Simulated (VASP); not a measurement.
# CoSi (P2_13) in VASP: notebook

The runs below take CoSi through single point, with LDA.

All numbers are computed with VASP 6.6.1; they aren't measurements. Logs are shortened: lines on timing, memory, paths and dates and some standing lists are left out, and cuts for length are marked.

## Step 1: The cell of the first run

The structure is cubic, space group P2_13 (No. 198). Conventional cell: a = 4.438 Å, b = 4.438 Å, c = 4.438 Å, α = 90.00°, β = 90.00°, γ = 90.00°. Co (site symmetry 3) has 7 Si at 2.28 to 2.47 Å and 6 Co at 2.72 Å within 3.0 Å. Within 3.0 Å of Si (site symmetry 3) lie 7 Co at 2.28 to 2.47 Å and 6 Si at 2.75 Å.

## Step 2: Single point, LDA, collinear spin, ferromagnetic start

Input file INCAR:

```
SYSTEM = CoSi
ALGO     = Normal         ! electronic algorithm
EDIFF    = 1E-6           ! SCF threshold, eV
ENCUT    = 520            ! plane-wave cutoff, eV
GGA      = CA             ! functional
ISIF     = 2              ! what is computed and relaxed
ISMEAR   = -1             ! smearing method
ISPIN    = 2              ! spin polarisation
LASPH    = .TRUE.         ! aspherical terms in the spheres
LCHARG   = .FALSE.        ! write CHGCAR
LMAXMIX  = 4              ! l up to which the mixer works
LORBIT   = 11             ! projections on sites
LREAL    = .FALSE.        ! projectors in reciprocal space
LWAVE    = .FALSE.        ! write WAVECAR
MAGMOM   = 3 3 3 3 0 0 0 0 ! initial moments
NBANDS   = 40             ! bands
NELM     = 150            ! most SCF steps
PREC     = Accurate       ! precision mode
SIGMA    = 0.05           ! smearing width, eV
```

Input file KPOINTS:

```
k-points
0
G
  5 5 5
  0 0 0
```

Input file POSCAR:

```
CoSi
1.0
    4.4380000000      0.0000000000      0.0000000000
    0.0000000000      4.4380000000      0.0000000000
    0.0000000000      0.0000000000      4.4380000000
Co Si
4 4
Direct
    0.1400000000      0.1400000000      0.1400000000
    0.3600000000      0.8600000000      0.6400000000
    0.6400000000      0.3600000000      0.8600000000
    0.8600000000      0.6400000000      0.3600000000
    0.8430000000      0.8430000000      0.8430000000
    0.6570000000      0.1570000000      0.3430000000
    0.3430000000      0.6570000000      0.1570000000
    0.1570000000      0.3430000000      0.6570000000
```

Potentials or basis: VASP PAW LDA potentials, release 64 (Co, Si).

The run is started by

```sh
> cat potpaw_LDA.64/Co/POTCAR potpaw_LDA.64/Si/POTCAR > POTCAR
> mpirun -np 1 vasp_std > vasp.out
```

OUTCAR:

```text
SYSTEM = CoSi
   EDIFF = 1E-6
   ENCUT = 520
   GGA = CA
   ISIF = 2
   ISMEAR = -1
   ISPIN = 2
   LASPH = .TRUE.
   LORBIT = 11
   LREAL = .FALSE.
   NELM = 150
   PREC = Accurate

 ion  position               nearest neighbor table
   1  0.140  0.140  0.140-   5 2.28   6 2.33   7 2.33   8 2.33   7 2.47   8 2.47   6 2.47   2 2.72
                             4 2.72   2 2.72   4 2.72   3 2.72   3 2.72
   2  0.360  0.860  0.640-   6 2.28   5 2.33   7 2.33   8 2.33   7 2.47   8 2.47   5 2.47   1 2.72
                             3 2.72   1 2.72   3 2.72   4 2.72   4 2.72
   3  0.640  0.360  0.860-   7 2.28   6 2.33   5 2.33   8 2.33   8 2.47   6 2.47   5 2.47   4 2.72
                             2 2.72   2 2.72   4 2.72   1 2.72   1 2.72
   4  0.860  0.640  0.360-   8 2.28   6 2.33   7 2.33   5 2.33   6 2.47   5 2.47   7 2.47   3 2.72
                             1 2.72   1 2.72   3 2.72   2 2.72   2 2.72
   5  0.843  0.843  0.843-   1 2.28   2 2.33   3 2.33   4 2.33   3 2.47   4 2.47   2 2.47   6 2.75
                             7 2.75   8 2.75   6 2.75   8 2.75   7 2.75
   6  0.657  0.157  0.343-   2 2.28   1 2.33   3 2.33   4 2.33   3 2.47   4 2.47   1 2.47   8 2.75
                             5 2.75   5 2.75   7 2.75   7 2.75   8 2.75
   7  0.343  0.657  0.157-   3 2.28   2 2.33   1 2.33   4 2.33   4 2.47   2 2.47   1 2.47   8 2.75
                             5 2.75   8 2.75   6 2.75   6 2.75   5 2.75
   8  0.157  0.343  0.657-   4 2.28   2 2.33   3 2.33   1 2.33   2 2.47   1 2.47   3 2.47   7 2.75
                             5 2.75   7 2.75   5 2.75   6 2.75   6 2.75

  LATTYP: Found a simple cubic cell.
 ALAT       =     4.4380000000

  Lattice vectors:

 A1 = (   4.4380000000,   0.0000000000,   0.0000000000)
 A2 = (   0.0000000000,   4.4380000000,   0.0000000000)
 A3 = (   0.0000000000,   0.0000000000,   4.4380000000)

Analysis of symmetry for initial positions (statically):
=====================================================================
 Subroutine PRICEL returns:
 Original cell was already a primitive cell.

 Routine SETGRP: Setting up the symmetry group for a
 simple cubic supercell.

 Subroutine GETGRP returns: Found 12 space group operations
 (whereof  3 operations were pure point group operations)
 out of a pool of 48 trial point group operations.

The static configuration has the point symmetry C_3 .
 The point group associated with its full space group is T   .

Analysis of symmetry for dynamics (positions and initial velocities):
=====================================================================
 Subroutine PRICEL returns:
 Original cell was already a primitive cell.

 Routine SETGRP: Setting up the symmetry group for a
 simple cubic supercell.

 Subroutine GETGRP returns: Found 12 space group operations
 (whereof  3 operations were pure point group operations)
 out of a pool of 48 trial point group operations.

The dynamic configuration has the point symmetry C_3 .
 The point group associated with its full space group is T   .

Analysis of structural, dynamic, and magnetic symmetry:
=====================================================================
 Subroutine PRICEL returns:
 Original cell was already a primitive cell.

 Routine SETGRP: Setting up the symmetry group for a
 simple cubic supercell.

 Subroutine GETGRP returns: Found 12 space group operations
 (whereof  3 operations were pure point group operations)
 out of a pool of 48 trial point group operations.

The overall configuration has the point symmetry C_3 .
 The point group associated with its full space group is T   .

 Subroutine INISYM returns: Found 12 space group operations
 (whereof  3 operations are pure point group operations),
 and found     1 'primitive' translations

----------------------------------------------------------------------------------------

                                     Primitive cell

  volume of cell :      87.4102

  direct lattice vectors                    reciprocal lattice vectors
     4.438000000  0.000000000  0.000000000     0.225326724  0.000000000  0.000000000
     0.000000000  4.438000000  0.000000000     0.000000000  0.225326724  0.000000000
     0.000000000  0.000000000  4.438000000     0.000000000  0.000000000  0.225326724

  length of vectors
     4.438000000  4.438000000  4.438000000     0.225326724  0.225326724  0.225326724

  position of ions in fractional coordinates (direct lattice)
     0.140000000  0.140000000  0.140000000
     0.360000000  0.860000000  0.640000000
     0.640000000  0.360000000  0.860000000
     0.860000000  0.640000000  0.360000000
     0.843000000  0.843000000  0.843000000
     0.657000000  0.157000000  0.343000000
     0.343000000  0.657000000  0.157000000
     0.157000000  0.343000000  0.657000000

  ion indices of the primitive-cell ions
   primitive index   ion index
                 1           1
                 2           2
                 3           3
                 4           4
[... 32 lines left out ...]
            Coordinates               Weight
  0.000000  0.000000  0.000000      1.000000
  0.200000  0.000000  0.000000      6.000000
  0.400000  0.000000  0.000000      6.000000
  0.200000  0.200000  0.000000     12.000000
  0.400000  0.200000  0.000000     12.000000
 -0.200000  0.400000  0.000000     12.000000
  0.400000  0.400000  0.000000     12.000000
  0.200000  0.200000  0.200000      8.000000
  0.400000  0.200000  0.200000     24.000000
  0.400000  0.400000  0.200000     24.000000
  0.400000  0.400000  0.400000      8.000000
   k-points           NKPTS =     11   k-points in BZ     NKDIM =     11   number of bands    NBANDS=     40
   number of dos      NEDOS =    301   number of ions     NIONS =      8
   total plane-waves  NPLWV =  46656
   dimension x,y,z NGX =    36 NGY =   36 NGZ =   36
   dimension x,y,z NGXF=    72 NGYF=   72 NGZF=   72
   ions per type =               4   4
   NGX,Y,Z   is equivalent  to a cutoff of  13.49, 13.49, 13.49 a.u.
   NGXF,Y,Z  is equivalent  to a cutoff of  26.97, 26.97, 26.97 a.u.
 SYSTEM =  CoSi
   PREC   = accura    normal or accurate (medium, high low for compatibility)
   ISTART =      0    job   : 0-new  1-cont  2-samecut
   ICHARG =      2    charge: 1-file 2-atom 10-const
   ISPIN  =      2    spin polarized calculation?
   LNONCOLLINEAR =      F non collinear calculations
   LSORBIT =      F    spin-orbit coupling
   LASPH  =      T    aspherical Exc in radial PAW
   ENCUT  =  520.0 eV  38.22 Ry    6.18 a.u.   8.25  8.25  8.25*2*pi/ulx,y,z
   NELM   =    150;   NELMIN=  2; NELMDL= -5     # of ELM steps
   EDIFF  = 0.1E-05   stopping-criterion for ELM
   LREAL  =      F    real-space projection
   EDIFFG = 0.1E-04   stopping-criterion for IOM
   NSW    =      0    number of steps for IOM
   IBRION =     -1    ionic relax: 0-MD 1-quasi-New 2-CG
   NFREE  =      0    steps in history (QN), initial steepest desc. (CG)
   ISIF   =      2    stress and relaxation
   ISYM   =      2    0-nonsym 1-usesym 2-fastsym
   POTIM  = 0.5000    time-step for ionic-motion
   TEBEG  =    0.0;   TEEND  =   0.0 temperature during run
   PSTRESS=    0.0 pullay stress
   NELECT =      52.0000    total number of electrons
   NUPDOWN=      -1.0000    fix difference up-down
   EMIN   =  10.00;   EMAX   =-10.00  energy-range for DOS
   EFERMI =   0.00;   METHOD = LEGACY
   ISMEAR =    -1;   SIGMA  =   0.05  broadening in eV -4-tet -1-fermi 0-gaus
   EFERMI_NEDOS =   21; number of points for ismear=-14 and -15
   IALGO  =     38    algorithm
   IMIX   =      4    mixing-type and parameters
     AMIX     =   0.40;   BMIX     =  1.00
     AMIX_MAG =   1.60;   BMIX_MAG =  1.00
  volume/ion in A,a.u.               =      10.93        73.73
  Fermi-wavevector in a.u.,A,eV,Ry     =   1.376856  2.601881 25.793021  1.895734
  Thomas-Fermi vector in A             =   2.502063
   LORBIT       =     11    0 simple, 1 ext, 2 COOP (PROOUT), +10 PAW based schemes
   GGA     = CA    functional components
   LHFCALC =     F    Hartree Fock is set to
   AEXX    =    0.0000 exact exchange contribution
   IVDW    =     0    specifies the selected vdW correction
   LEPSILON=     F    determine dielectric tensor
   LRPA    =     F    only Hartree local field effects (RPA)
 spin polarized calculation
  energy-cutoff  :      520.00
  volume of cell :       87.41
 maximum number of plane-waves:      2373
 NGX is ok and might be reduce to    36
   NGX = 17   NGY = 17   NGZ = 17

 number of electron      51.9999992 magnetization       0.0037851

 number of electron      51.9999992 magnetization      -0.0013158

 Free energy of the ion-electron system (eV)
  ---------------------------------------------------
  ext. energy  EPLUGINS =         0.00000000
  ---------------------------------------------------
  free energy    TOTEN  =       -62.42794700 eV

  energy without entropy =      -62.41096274  energy(sigma->0) =      -62.41945487

 E-fermi :  11.9304     XC(G=0): -13.0276

 val. band max:       11.8909694137   @ k =   0.0000   0.0000   0.0000
 cond. band min:      11.9580473474   @ k =   0.4000   0.4000   0.4000
 fundamental gap:      0.0670779337
 Fermi energy:        11.9303609526

 spin component 1

 k-point     1 :       0.0000    0.0000    0.0000
  band No.  band energies     occupation
      1      -1.6619      1.00000
      2       3.7966      1.00000
      3       3.7966      1.00000
      4       3.7966      1.00000
      5       6.4926      1.00000
      6       6.4926      1.00000
[... 440 lines left out ...]
     37      18.3042      0.00000
     38      18.8813      0.00000
 Fermi energy:        11.9303609526

 spin component 2

 k-point     1 :       0.0000    0.0000    0.0000
  band No.  band energies     occupation
      1      -1.6619      1.00000
      2       3.7966      1.00000
      3       3.7966      1.00000
      4       3.7966      1.00000
      5       6.4926      1.00000
      6       6.4926      1.00000
[... 440 lines left out ...]
     37      18.3042      0.00000
     38      18.8813      0.00000
 [bands above 38 left out]

------------------------ aborting loop because EDIFF is reached ----------------------------------------

  FORCE on cell =-STRESS in cart. coord.  units (eV):
  Direction    XX          YY          ZZ          XY          YZ          ZX
  --------------------------------------------------------------------------------------
  -------------------------------------------------------------------------------------
  Total       -6.7507599     -6.7507599     -6.7507599      0.0000000     -0.0000000     -0.0000000
  in kB     -123.7375039   -123.7375039   -123.7375039      0.0000000     -0.0000000     -0.0000000
  external PRESSURE =    -123.7375039 kB  Pullay stress =       0.0000000 kB

 VOLUME and BASIS-vectors are now :
 -----------------------------------------------------------------------------
  energy-cutoff  :      520.00
  volume of cell :       87.41
      direct lattice vectors                 reciprocal lattice vectors
     4.438000000  0.000000000  0.000000000     0.225326724  0.000000000  0.000000000
     0.000000000  4.438000000  0.000000000     0.000000000  0.225326724  0.000000000
     0.000000000  0.000000000  4.438000000     0.000000000  0.000000000  0.225326724

 POSITION                                       TOTAL-FORCE (eV/Angst)
 -----------------------------------------------------------------------------------
      0.62132      0.62132      0.62132         0.093866      0.093866      0.093866
      1.59768      3.81668      2.84032        -0.093866     -0.093866      0.093866
      2.84032      1.59768      3.81668         0.093866     -0.093866     -0.093866
      3.81668      2.84032      1.59768        -0.093866      0.093866     -0.093866
      3.74123      3.74123      3.74123        -0.069883     -0.069883     -0.069883
      2.91577      0.69677      1.52223         0.069883      0.069883     -0.069883
      1.52223      2.91577      0.69677        -0.069883      0.069883      0.069883
      0.69677      1.52223      2.91577         0.069883     -0.069883      0.069883
 -----------------------------------------------------------------------------------
    total drift:                               -0.000000     -0.000000      0.000000

  FREE ENERGIE OF THE ION-ELECTRON SYSTEM (eV)
  ---------------------------------------------------
  free  energy   TOTEN  =       -62.4279470044 eV

  energy  without entropy=      -62.4109627392  energy(sigma->0) =      -62.41945487

 total charge

# of ion       s       p       d       tot
------------------------------------------
    1        0.436   0.613   7.588   8.637
    2        0.436   0.613   7.588   8.637
    3        0.436   0.613   7.588   8.637
    4        0.436   0.613   7.588   8.637
    5        0.734   0.886   0.000   1.620
    6        0.734   0.886   0.000   1.620
    7        0.734   0.886   0.000   1.620
    8        0.734   0.886   0.000   1.620
--------------------------------------------------
tot          4.681   5.998  30.352  41.031

 magnetization (x)

# of ion       s       p       d       tot
------------------------------------------
    1        0.000   0.000  -0.000  -0.000
    2        0.000   0.000  -0.000  -0.000
    3        0.000   0.000  -0.000  -0.000
    4        0.000   0.000  -0.000  -0.000
    5        0.000   0.000   0.000   0.000
    6        0.000   0.000   0.000   0.000
    7        0.000   0.000   0.000   0.000
    8        0.000   0.000   0.000   0.000
--------------------------------------------------
tot          0.000   0.000  -0.000  -0.000
```

Run time: 2.5 min. Hardware: 1 thread of Intel Xeon 8259CL, shared host; peak memory 0.21 GiB.

What came out:

* Free energy: -62.4279 eV
* Pressure: -12.4 GPa
* Largest force: 0.163 eV/Å
* Band gap on the k mesh: zero (filled and empty bands touch)
* Net moment: 0.00 μB per cell
* Valence electrons inside the program's atomic spheres: Co 8.64; Si 1.62

Forces in eV/Å, atoms in the order of the input:
```
Co   0.094  0.094  0.094
Co  -0.094 -0.094  0.094
Co   0.094 -0.094 -0.094
Co  -0.094  0.094 -0.094
Si  -0.070 -0.070 -0.070
Si   0.070  0.070 -0.070
Si  -0.070  0.070  0.070
Si   0.070 -0.070  0.070
```

Levels at points of the mesh, in eV from the Fermi level:
Spin up:
```csv
k point,band 23,band 24,band 25,band 26,band 27,band 28,band 29,band 30
"(0.00, 0.00, 0.00)",-0.80,-0.80,-0.04,-0.04,-0.04,2.44,2.44,2.44
```
Spin down:
| k point | band 22 | band 23 | band 24 | band 25 | band 26 | band 27 | band 28 | band 29 | band 30 | band 31 |
| --- | --- | --- | --- | --- | --- | --- | --- | --- | --- | --- |
| (0.00, 0.00, 0.00) | -0.93 | -0.80 | -0.80 | -0.04 | -0.04 | -0.04 | 2.44 | 2.44 | 2.44 | 2.92 |

Caveat: the cell stands under tension.

## Step 3: Single point, LDA, collinear spin, ferromagnetic start

Input file INCAR:

```
  PREC = Accurate
  ENCUT = 520
  EDIFF = 1E-6
  ISMEAR = -1
  SIGMA = 5E-4
  LREAL = False
  LASPH = True
  NELM = 150
  ALGO = Normal
  ISIF = 2
  LWAVE = False
  LCHARG = False
  ISPIN = 2
  MAGMOM = 3 3 3 3 0 0 0 0
  LORBIT = 11
  LMAXMIX = 4
  NBANDS = 40
```

Input file KPOINTS:

```
Automatic mesh
0
Gamma
  5 5 5
```

POSCAR is that of step 2.

Potentials or basis: VASP PAW LDA potentials, release 64 (Co, Si).

The run is started by

```sh
> cat potpaw_LDA.64/Co/POTCAR potpaw_LDA.64/Si/POTCAR > POTCAR
> mpirun -np 1 vasp_std > vasp.out
```

Wall time 2.2 min (1 thread of Intel Xeon 8259CL, shared host); peak memory 0.21 GiB.

Results (log left out):

| Quantity | Value |
| --- | --- |
| Free energy | -62.4205 eV |
| Pressure | -12.5 GPa |
| Largest force | 0.164 eV/Å |
| Band gap on the k mesh | zero (filled and empty bands overlap) |
| Net moment | 0.02 μB per cell |
| Valence electrons inside the program's atomic spheres | Co 8.64; Si 1.62 |

Forces in eV/Å, atoms in the order of the input:
```
Co   0.095  0.095  0.095
Co  -0.095 -0.095  0.095
Co   0.095 -0.095 -0.095
Co  -0.095  0.095 -0.095
Si  -0.068 -0.068 -0.068
Si   0.068  0.068 -0.068
Si  -0.068  0.068  0.068
Si   0.068 -0.068  0.068
```

Levels at points of the mesh, in eV from the Fermi level:
Spin up:
| k point | band 24 | band 25 | band 26 | band 27 | band 28 | band 29 |
| --- | --- | --- | --- | --- | --- | --- |
| (0.00, 0.00, 0.00) | -0.76 | 0.00 | 0.00 | 0.00 | 2.48 | 2.48 |
Spin down:
| k point | band 23 | band 24 | band 25 | band 26 | band 27 | band 28 | band 29 | band 30 |
| --- | --- | --- | --- | --- | --- | --- | --- | --- |
| (0.00, 0.00, 0.00) | -0.76 | -0.76 | 0.00 | 0.00 | 0.00 | 2.48 | 2.48 | 2.48 |

Caveat: the cell stands under tension.
